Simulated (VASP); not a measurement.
Wanted: the native input for a VASP 6.6.1 run.

```yaml
Task: single point
Functional: PBE
Potentials_or_basis: VASP PAW PBE potentials, release 64 (Ge_d, F)
Cutoff: 520 eV
k_mesh: 12 × 12 × 10
Occupations: gaussian, width 0.1 eV
Spin: no spin polarisation
Dipole_correction: no
Further_INCAR_settings: ALGO = Normal; EDIFF = 1e-06; NBANDS = 34
```

The structure of GeF5 lies in POSCAR:

```
GeF5
1.0
    1.6635507116     -5.6601419425      0.0000000000
    1.6635507116      5.6601419425      0.0000000000
    0.0000000000      0.0000000000      3.8934532478
Ge F
1 5
Direct
    0.0000000000      0.0000000000      0.0000000000
    0.3930544836      0.6069455164      0.0000000000
    0.6069455164      0.3930544836      0.0000000000
    0.5000000000      0.5000000000      0.5000000000
    0.8885687821      0.1114312179      0.5000000000
    0.1114312179      0.8885687821      0.5000000000
```

The cell was generated, and may not be a known phase.

One way to write it, as run:

INCAR

```
SYSTEM = GeF5
PREC = Accurate
ENCUT = 520
EDIFF = 1E-6
ISMEAR = 0
SIGMA = 0.1
LREAL = .FALSE.
LASPH = .TRUE.
NELM = 100
ALGO = Normal
ISIF = 2
LWAVE = .FALSE.
LCHARG = .FALSE.
GGA = PE
NBANDS = 34
```

KPOINTS

```
Automatic mesh
0
G
  12 12 10
  0 0 0
```

Potentials or basis: VASP PAW PBE potentials, release 64 (Ge_d, F).

Launch:

```sh
$ cat potpaw_PBE.64/Ge_d/POTCAR potpaw_PBE.64/F/POTCAR > POTCAR
$ mpirun -np 1 vasp_std > vasp.out
```

It gave:

```json
{
 "Pressure": "0.0 GPa",
 "Largest force": "0.051 eV/Å",
 "Band gap on the k mesh": "zero (an odd number of electrons rules out a gap without spin polarisation)"
}
```

Caveat: an odd number of electrons without spin polarisation forces a metal; a magnetic or distorted state may lie lower.

It took 6.7 min on 1 thread of Intel(R) Xeon(R) 6975P-C (Granite Rapids), with other jobs on the host, peak memory 0.6 GiB.
